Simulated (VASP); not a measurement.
# Pt (Im-3m) in VASP: elastic constants with PBEsol

Aim: the elastic constants of Pt with PBEsol.

Program: VASP 6.6.1. These are calculated values, not measurements. Logs are shortened: lines on timing, memory, paths and dates and some standing lists are left out, and cuts for length are marked.

## (1) The cell of the first run

It takes space group Im-3m (No. 229, cubic). Conventional cell: a = 3.122 Å, b = 3.122 Å, c = 3.122 Å, α = 90.00°, β = 90.00°, γ = 90.00°. Within 3.6 Å of Pt (site symmetry m-3m) lie 14 Pt at 2.70 to 3.12 Å.

## (2) Elastic constants, PBEsol

File INCAR:

```
PREC     = Accurate       # precision mode
ENCUT    = 600            # plane-wave cutoff, eV
EDIFF    = 1E-8           # SCF threshold, eV
ISMEAR   = 1              # smearing method
SIGMA    = 0.1            # smearing width, eV
LREAL    = F              # projectors in reciprocal space
LASPH    = T              # aspherical terms in the spheres
NELM     = 60             # most SCF steps
ALGO     = Normal         # electronic algorithm
ISIF     = 3              # what is computed and relaxed
LWAVE    = F              # write WAVECAR
LCHARG   = F              # write CHGCAR
GGA      = PS             # functional
IBRION   = 6              # ionic algorithm
NFREE    = 2            
POTIM    = 0.015          # step
NSW      = 1              # ionic steps
```

File KPOINTS:

```
regular mesh
0
Gamma
  19 19 19
```

File POSCAR:

```
Pt
1.0
   -1.5607859924      1.5607859924      1.5607859924
    1.5607859924     -1.5607859924      1.5607859924
    1.5607859924      1.5607859924     -1.5607859924
Pt
1
Direct
    0.0000000000      0.0000000000      0.0000000000
```

Potentials or basis: VASP PAW PBE potentials, release 64 (Pt).

Command:

```bash
$ cat potpaw_PBE.64/Pt/POTCAR > POTCAR
$ mpirun -np 1 vasp_std > vasp.out
```

OUTCAR:

```text
PREC = Accurate
   ENCUT = 600
   EDIFF = 1E-8
   ISMEAR = 1
   LREAL = F
   LASPH = T
   NELM = 60
   ISIF = 3
   GGA = PS
   IBRION = 6
   NFREE = 2
   POTIM = 0.015
   NSW = 1

 ion  position               nearest neighbor table
   1  0.000  0.000  0.000-

  LATTYP: Found a body centered cubic cell.
 ALAT       =     3.1215719848

  Lattice vectors:

 A1 = (  -1.5607859924,   1.5607859924,   1.5607859924)
 A2 = (   1.5607859924,  -1.5607859924,   1.5607859924)
 A3 = (   1.5607859924,   1.5607859924,  -1.5607859924)

Analysis of symmetry for initial positions (statically):
=====================================================================
 Subroutine PRICEL returns:
 Original cell was already a primitive cell.

 Routine SETGRP: Setting up the symmetry group for a
 body centered cubic supercell.

 Subroutine GETGRP returns: Found 48 space group operations
 (whereof 48 operations were pure point group operations)
 out of a pool of 48 trial point group operations.

The static configuration has the point symmetry O_h .

Analysis of symmetry for dynamics (positions and initial velocities):
=====================================================================
 Subroutine PRICEL returns:
 Original cell was already a primitive cell.

 Routine SETGRP: Setting up the symmetry group for a
 body centered cubic supercell.

 Subroutine GETGRP returns: Found 48 space group operations
 (whereof 48 operations were pure point group operations)
 out of a pool of 48 trial point group operations.

The dynamic configuration has the point symmetry O_h .

 Subroutine INISYM returns: Found 48 space group operations
 (whereof 48 operations are pure point group operations),
 and found     1 'primitive' translations

----------------------------------------------------------------------------------------

                                     Primitive cell

  volume of cell :      15.2086

  direct lattice vectors                    reciprocal lattice vectors
    -1.560785992  1.560785992  1.560785992     0.000000000  0.320351414  0.320351414
     1.560785992 -1.560785992  1.560785992     0.320351414  0.000000000  0.320351414
     1.560785992  1.560785992 -1.560785992     0.320351414  0.320351414  0.000000000

  length of vectors
     2.703360639  2.703360639  2.703360639     0.453045315  0.453045315  0.453045315

  position of ions in fractional coordinates (direct lattice)
     0.000000000  0.000000000  0.000000000

  ion indices of the primitive-cell ions
   primitive index   ion index
                 1           1

----------------------------------------------------------------------------------------

 KPOINTS: regular mesh

Automatic generation of k-mesh.
 Grid dimensions read from file:
 generate k-points for:   19   19   19

 Generating k-lattice:

  Cartesian coordinates                     Fractional coordinates (reciprocal lattice)
     0.000000000  0.016860601  0.016860601     0.052631579  0.000000000  0.000000000
     0.016860601  0.000000000  0.016860601     0.000000000  0.052631579  0.000000000
     0.016860601  0.016860601  0.000000000     0.000000000  0.000000000  0.052631579

  Length of vectors
     0.023844490  0.023844490  0.023844490

  Shift w.r.t. Gamma in fractional coordinates (k-lattice)
[... 89 lines left out ...]
 NGX is ok and might be reduce to    24
   NGX = 11   NGY = 11   NGZ = 11

--------------------------------------- Ionic step        1  -------------------------------------------

 number of electron      10.0000001 magnetization

 Free energy of the ion-electron system (eV)
  ---------------------------------------------------
  ext. energy  EPLUGINS =         0.00000000
  ---------------------------------------------------
  free energy    TOTEN  =        -6.84242988 eV

  energy without entropy =       -6.84099520  energy(sigma->0) =       -6.84195165

------------------------ aborting loop because EDIFF is reached ----------------------------------------

  FORCE on cell =-STRESS in cart. coord.  units (eV):
  Direction    XX          YY          ZZ          XY          YZ          ZX
  --------------------------------------------------------------------------------------
  -------------------------------------------------------------------------------------
  Total       -0.0232684     -0.0232684     -0.0232684      0.0000000      0.0000000      0.0000000
  in kB       -2.4512512     -2.4512512     -2.4512512      0.0000000      0.0000000      0.0000000
  external PRESSURE =      -2.4512512 kB  Pullay stress =       0.0000000 kB
[... 86 lines left out ...]
  FREE ENERGIE OF THE ION-ELECTRON SYSTEM (eV)
  ---------------------------------------------------
  free  energy   TOTEN  =        -6.8409875719 eV

  energy  without entropy=       -6.8399549654  energy(sigma->0) =       -6.84064337

[... ionic steps 4 to 12 ...]

--------------------------------------- Ionic step       13  -------------------------------------------

 number of electron      10.0000001 magnetization

------------------------ aborting loop because EDIFF is reached ----------------------------------------
[... 65 lines left out ...]
--------------------------------------- Ionic step       15  -------------------------------------------

 number of electron      10.0000001 magnetization

 Free energy of the ion-electron system (eV)
  ---------------------------------------------------
  ext. energy  EPLUGINS =         0.00000000
  ---------------------------------------------------
  free energy    TOTEN  =        -6.84242977 eV

  energy without entropy =       -6.84099512  energy(sigma->0) =       -6.84195156

 E-fermi :  10.6992     XC(G=0): -13.5712

 val. band max:       10.6917768274   @ k =  -0.3684   0.3684   0.1053
 cond. band min:      10.7003262910   @ k =  -0.2632   0.3158   0.1579
 fundamental gap:      0.0085494637
 Fermi energy:        10.6992194698

 k-point     1 :       0.0000    0.0000    0.0000
  band No.  band energies     occupation
      1       0.7460      2.00000
      2       7.0135      2.00000
      3       7.0135      2.00000
      4       7.0135      2.00000
      5       9.6697      2.00000
      6       9.6697      2.00000
      7      27.7827      0.00000
      8      27.7827      0.00000
      9      27.7827      0.00000
[... 265 lines left out ...]
 k-point    24 :       0.3158    0.1053    0.0000
  band No.  band energies     occupation
      1       4.0489      2.00000
      2       5.7876      2.00000
      3       7.7255      2.00000
      4       9.3479      2.00000
      5      10.0669      2.00000
      6      11.5681     -0.00000
      7      20.5983      0.00000
      8      24.9110      0.00000
      9      27.5588      0.00000

 [... further k-points ...]
[... 5 lines left out ...]
  --------------------------------------------------------------------------------------
  -------------------------------------------------------------------------------------
  Total       -0.0234491     -0.0234491     -0.0234491      0.0000000     -0.0000000      0.0000000
  in kB       -2.4702827     -2.4702827     -2.4702827      0.0000000     -0.0000000      0.0000000
  external PRESSURE =      -2.4702827 kB  Pullay stress =       0.0000000 kB
[... 16 lines left out ...]
  FREE ENERGIE OF THE ION-ELECTRON SYSTEM (eV)
  ---------------------------------------------------
  free  energy   TOTEN  =        -6.8424297743 eV

  energy  without entropy=       -6.8409951248  energy(sigma->0) =       -6.84195156

 INTERNAL STRAIN TENSORS FROM STRAINED CELLS
 ============================================

 INTERNAL STRAIN TENSOR FOR ION    1 for displacements in x,y,z  (eV/Angst):
          X           Y           Z          XY          YZ          ZX
  --------------------------------------------------------------------------------
  x     0.00000    -0.00000    -0.00000     0.00000     0.00000     0.00000
  y     0.00000     0.00000     0.00000    -0.00000     0.00000     0.00000
  z    -0.00000     0.00000     0.00000     0.00000     0.00000     0.00000

 INTERNAL STRAIN TENSORS FROM DISPLACED ATOMS
 ============================================

 INTERNAL STRAIN TENSOR FOR ION    1 for displacements in x,y,z  (eV/Angst):
          X           Y           Z          XY          YZ          ZX
  --------------------------------------------------------------------------------
  x     0.00000     0.00000     0.00000     0.00000     0.00000     0.00000
  y     0.00000     0.00000     0.00000     0.00000     0.00000     0.00000
  z     0.00000     0.00000     0.00000     0.00000     0.00000     0.00000

 Eigenvectors and eigenvalues of the dynamical matrix
 ----------------------------------------------------

   1 f/i=    0.000000 THz     0.000000 2PiTHz    0.000000 cm-1     0.000000 meV
             X         Y         Z           dx          dy          dz
      0.000000  0.000000  0.000000    -0.511529    0.859266    0.000000

   2 f/i=    0.000000 THz     0.000000 2PiTHz    0.000000 cm-1     0.000000 meV
             X         Y         Z           dx          dy          dz
      0.000000  0.000000  0.000000     0.000000    0.000000    1.000000

   3 f/i=    0.000000 THz     0.000000 2PiTHz    0.000000 cm-1     0.000000 meV
             X         Y         Z           dx          dy          dz
      0.000000  0.000000  0.000000    -0.859266   -0.511529    0.000000

--------------------------------------------------------------------------------------------------------

 ELASTIC MODULI CONTR FROM IONIC RELAXATION (kBar)
 Direction    XX          YY          ZZ          XY          YZ          ZX
 --------------------------------------------------------------------------------
 XX           0.0000      0.0000      0.0000      0.0000      0.0000      0.0000
 YY           0.0000      0.0000      0.0000      0.0000      0.0000      0.0000
 ZZ           0.0000      0.0000      0.0000      0.0000      0.0000      0.0000
 XY           0.0000      0.0000      0.0000      0.0000      0.0000      0.0000
 YZ           0.0000      0.0000      0.0000      0.0000      0.0000      0.0000
 ZX           0.0000      0.0000      0.0000      0.0000      0.0000      0.0000
 --------------------------------------------------------------------------------

 TOTAL ELASTIC MODULI (kBar)
 Direction    XX          YY          ZZ          XY          YZ          ZX
 --------------------------------------------------------------------------------
 XX        1803.7136   3239.3073   3239.3073      0.0000      0.0000      0.0000
 YY        3239.3073   1803.7136   3239.3073      0.0000      0.0000      0.0000
 ZZ        3239.3073   3239.3073   1803.7136     -0.0000      0.0000      0.0000
 XY           0.0000      0.0000     -0.0000   1522.0547      0.0000      0.0000
 YZ           0.0000      0.0000      0.0000      0.0000   1522.0547      0.0000
 ZX           0.0000      0.0000      0.0000      0.0000      0.0000   1522.0547
 --------------------------------------------------------------------------------
```

Run time: 8.2 min. Hardware: 1 thread of Intel Xeon 6975P-C (Granite Rapids), shared host; peak memory 0.68 GiB.

Results:

```yaml
Elastic_constants_C11_C12_C44: 180, 324, 152 GPa
Voigt_bulk_modulus: 276 GPa
```

Elastic tensor in Voigt notation (GPa, in the Cartesian axes of the cell as first typed):
```
180 324 324   0   0   0
324 180 324   0   0   0
324 324 180   0   0   0
  0   0   0 152   0   0
  0   0   0   0 152   0
  0   0   0   0   0 152
```

Clamped-ion elastic tensor (GPa):
```
180 324 324   0   0   0
324 180 324   0   0   0
324 324 180   0   0   0
  0   0   0 152   0   0
  0   0   0   0 152   0
  0   0   0   0   0 152
```

Caveat: the elastic tensor has a negative eigenvalue, so either the cell is unstable as it stands or the mesh is too thin; the PAW data sets were made with another functional, which shifts forces and pressure a little; spin-orbit coupling is left out, which moves the levels of the heavy elements.
